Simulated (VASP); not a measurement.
# Sb (I4/mmm) in VASP: a series of runs, part 2 of 2

VASP 6.6.1. Earlier steps stand in the parts before.

**4. Relaxation of cell and atoms, PBEsol, target pressure 2 GPa, at which the enthalpy is minimised**

This run uses another cell than the first one, of 26.96 Å³/atom, 1.025 times its volume.

Contents of INCAR:

```
ALGO = Normal ; EDIFF = 1E-6
EDIFFG = -0.01 ; ENCUT = 600
GGA = PS ; IBRION = 2
ISIF = 3 ; ISMEAR = -1
LASPH = T ; LCHARG = F
LREAL = F ; LWAVE = F
NELM = 100 ; NSW = 60
PREC = Accurate ; PSTRESS = 20.0
SIGMA = 0.05
```

Contents of KPOINTS:

```
k-points
0
Gamma
  12 12 12
```

Contents of POSCAR:

```
Sb
1.0
   -1.5765401831      1.5765401831      2.7119384313
    1.5765401831     -1.5765401831      2.7119384313
    1.5765401831      1.5765401831     -2.7119384313
Sb
1
Direct
    0.0000000000      0.0000000000      0.0000000000
```

Potentials or basis: VASP PAW PBE potentials, release 64 (Sb).

Started as:

```console
$ cat potpaw_PBE.64/Sb/POTCAR > POTCAR
$ mpirun -np 1 vasp_std > vasp.out
```

OUTCAR:

```text
EDIFF = 1E-6
   EDIFFG = -0.01
   ENCUT = 600
   GGA = PS
   IBRION = 2
   ISIF = 3
   ISMEAR = -1
   LASPH = T
   LREAL = F
   NELM = 100
   NSW = 60
   PREC = Accurate
   PSTRESS = 20.0

 ion  position               nearest neighbor table
   1  0.000  0.000  0.000-

  LATTYP: Found a body centered tetragonal cell.
 ALAT       =     3.1530803662
 C/A-ratio  =     1.7201835135

  Lattice vectors:

 A1 = (  -1.5765401831,   1.5765401831,   2.7119384313)
 A2 = (   1.5765401831,  -1.5765401831,   2.7119384313)
 A3 = (   1.5765401831,   1.5765401831,  -2.7119384313)

Analysis of symmetry for initial positions (statically):
=====================================================================
 Subroutine PRICEL returns:
 Original cell was already a primitive cell.

 Routine SETGRP: Setting up the symmetry group for a
 body centered tetragonal supercell.

 Subroutine GETGRP returns: Found 16 space group operations
 (whereof 16 operations were pure point group operations)
 out of a pool of 16 trial point group operations.

The static configuration has the point symmetry D_4h.

Analysis of symmetry for dynamics (positions and initial velocities):
=====================================================================
 Subroutine PRICEL returns:
 Original cell was already a primitive cell.

 Routine SETGRP: Setting up the symmetry group for a
 body centered tetragonal supercell.

 Subroutine GETGRP returns: Found 16 space group operations
 (whereof 16 operations were pure point group operations)
 out of a pool of 16 trial point group operations.

The dynamic configuration has the point symmetry D_4h.

 Subroutine INISYM returns: Found 16 space group operations
 (whereof 16 operations are pure point group operations),
 and found     1 'primitive' translations

----------------------------------------------------------------------------------------

[... 118 lines left out ...]
   IVDW    =     0    specifies the selected vdW correction
   LEPSILON=     F    determine dielectric tensor
   LRPA    =     F    only Hartree local field effects (RPA)
 conjugate gradient relaxation of ions
 non-spin polarized calculation
  energy-cutoff  :      600.00
  volume of cell :       26.96
 maximum number of plane-waves:       922
   NGX = 15   NGY = 15   NGZ = 15

--------------------------------------- Ionic step        1  -------------------------------------------

 number of electron       5.0000000 magnetization

 Free energy of the ion-electron system (eV)
  ---------------------------------------------------
  ext. energy  EPLUGINS =         0.00000000
  ---------------------------------------------------
  free energy    TOTEN  =        -4.31520554 eV

  energy without entropy =       -4.30968780  energy(sigma->0) =       -4.31244667

------------------------ aborting loop because EDIFF is reached ----------------------------------------

  FORCE on cell =-STRESS in cart. coord.  units (eV):
  Direction    XX          YY          ZZ          XY          YZ          ZX
  --------------------------------------------------------------------------------------
  -------------------------------------------------------------------------------------
  Total       -0.1772251     -0.1772251     -0.2843548      0.0000000      0.0000000      0.0000000
  in kB      -10.5313957    -10.5313957    -16.8974520      0.0000000      0.0000000      0.0000000
  external PRESSURE =     -32.6534145 kB  Pullay stress =      20.0000000 kB
[... 283 lines left out ...]
--------------------------------------- Ionic step        9  -------------------------------------------

 number of electron       5.0000000 magnetization

 Free energy of the ion-electron system (eV)
  ---------------------------------------------------
  ext. energy  EPLUGINS =         0.00000000
  ---------------------------------------------------
  free energy    TOTEN  =        -4.31696622 eV

  energy without entropy =       -4.31277537  energy(sigma->0) =       -4.31487079

 E-fermi :   9.0462     XC(G=0): -10.5475

 val. band max:        9.0203260861   @ k =   0.4167   0.4167   0.0833
 cond. band min:       9.0623819932   @ k =  -0.2500   0.0833   0.0000
 fundamental gap:      0.0420559071
 Fermi energy:         9.0461643811

 k-point     1 :       0.0000    0.0000    0.0000
  band No.  band energies     occupation
      1      -4.3053      2.00000
      2      14.4820      0.00000
      3      14.7940      0.00000
      4      14.7940      0.00000
      5      18.7532      0.00000
      6      19.5258      0.00000
[... 199 lines left out ...]
 k-point    24 :      -0.4167    0.1667    0.0000
  band No.  band energies     occupation
      1      -1.0010      2.00000
      2       5.3711      2.00000
      3      10.6595      0.00000
      4      11.7399      0.00000
      5      15.6391      0.00000
      6      18.2913      0.00000

 [... further k-points ...]

------------------------ aborting loop because EDIFF is reached ----------------------------------------

  FORCE on cell =-STRESS in cart. coord.  units (eV):
  Direction    XX          YY          ZZ          XY          YZ          ZX
  --------------------------------------------------------------------------------------
  -------------------------------------------------------------------------------------
  Total        0.3196843      0.3196843      0.3198580      0.0000000      0.0000000      0.0000000
  in kB       20.0060777     20.0060777     20.0169480      0.0000000      0.0000000      0.0000000
  external PRESSURE =       0.0097012 kB  Pullay stress =      20.0000000 kB
[... 20 lines left out ...]
  energy  without entropy=       -4.3127753682  energy(sigma->0) =       -4.31487079

  enthalpy is  TOTEN    =        -3.9973790802 eV   P V=        0.3195871411

 reached required accuracy - stopping structural energy minimisation
```

OSZICAR:

```text
N       E                     dE             d eps       ncg     rms          rms(c)
DAV:   1     0.871315747855E+01    0.87132E+01   -0.17967E+03  1974   0.618E+02
DAV:   2    -0.412646558409E+01   -0.12840E+02   -0.12394E+02  2874   0.780E+01
DAV:   3    -0.432278649391E+01   -0.19632E+00   -0.19423E+00  2358   0.105E+01
DAV:   4    -0.432357705908E+01   -0.79057E-03   -0.79054E-03  2604   0.870E-01
[... 55 lines left out ...]
       N       E                     dE             d eps       ncg     rms          rms(c)
DAV:   1    -0.431731244068E+01    0.17167E-02   -0.13134E-02  2244   0.674E-01    0.904E-02
DAV:   2    -0.431708754834E+01    0.22489E-03   -0.21529E-04  2208   0.126E-01    0.499E-02
DAV:   3    -0.431696655942E+01    0.12099E-03   -0.23145E-04  2094   0.886E-02    0.149E-02
DAV:   4    -0.431696622135E+01    0.33808E-06   -0.16799E-06  2208   0.135E-02
   9 F= -.39973791E+01 E0= -.39952837E+01  d E =-.114639E-03
```

CONTCAR:

```text
Sb
   1.00000000000000
    -1.5772422793922594    1.5772422793922594    2.5728417335773739
     1.5772422793922594   -1.5772422793922594    2.5728417335773739
     1.5772422793922594    1.5772422793922594   -2.5728417335773739
  Sb
     1
Direct
     0.0000000000000000    0.0000000000000000    0.0000000000000000

  0.00000000E+00  0.00000000E+00  0.00000000E+00
```

Wall time 1.7 min (1 thread of Intel Xeon Platinum 8375C at 2.90GHz (Ice Lake), shared host); peak memory 0.19 GiB.

Results:

- Free energy: -4.3170 eV
- Relaxed volume: 25.60 Å³/atom
- Relaxed cell: a = 3.405 Å, b = 3.405 Å, c = 3.405 Å, α = 124.81°, β = 124.81°, γ = 81.85°
- Space group after relaxing (to 0.05 Å): I4/mmm (No. 139)
- Energy change on relaxing (the enthalpy is what falls): -1.8 meV/atom
- Ionic steps: 9
- Pressure after relaxing: 2.0 GPa

Step by step:
| step | energy change (eV) | largest force (eV/Å) | pressure (GPa) | volume (Å³) |
| --- | --- | --- | --- | --- |
| 1 | 0.0000 | 0.0000 | -1.27 | 26.96 |
| 2 | 0.0192 | 0.0000 | 4.77 | 24.87 |
| 3 | 0.0022 | 0.0000 | 2.06 | 25.70 |
| 4 | 0.0010 | 0.0000 | 2.07 | 25.66 |
| 5 | -0.0006 | 0.0000 | 2.27 | 25.53 |
| 6 | 0.0000 | 0.0000 | 2.37 | 25.48 |
| 7 | -0.0003 | 0.0000 | 2.33 | 25.50 |
| 8 | -0.0038 | 0.0000 | 1.41 | 25.80 |
| 9 | -0.0018 | 0.0000 | 2.00 | 25.60 |

Final structure:
```
CELL_PARAMETERS angstrom
-1.57724 1.57724 2.57284
1.57724 -1.57724 2.57284
1.57724 1.57724 -2.57284
ATOMIC_POSITIONS crystal
Sb 0.00000 0.00000 0.00000
```

Caveat: the cell is relaxed towards a set pressure, so the enthalpy falls and the energy may rise; the PAW data sets were made with another functional, which shifts forces and pressure a little; spin-orbit coupling is left out, which moves the levels of the heavy elements.

**5. The runs side by side**

```csv
task,cell,cutoff (eV),gap on the mesh (eV),pressure (GPa)
single point,"a = 3.440 Å, angles 124.9, 124.9, 81.6°, 1 atom",520,none,0.0
relaxation of cell and atoms,"relaxed from a = 3.511 Å, angles 126.6, 126.6, 78.8°, 1 atom",600,none,0.0
relaxation of cell and atoms,"relaxed to 2 GPa from a = 3.511 Å, angles 126.6, 126.6, 78.8°, 1 atom",600,none,2.0
```

Alike in all rows: level PBEsol; potentials or basis VASP PAW PBE potentials, release 64 (Sb); no spin polarisation; k mesh 12 × 12 × 12; smearing fermi-dirac 0.05 eV.

Caveats: the PAW data sets were made with another functional, which shifts forces and pressure a little; spin-orbit coupling is left out, which moves the levels of the heavy elements; the cell is relaxed towards a set pressure, so the enthalpy falls and the energy may rise (some runs).

Total energies depend on the potentials used, so only differences within one code and one set of settings carry meaning.
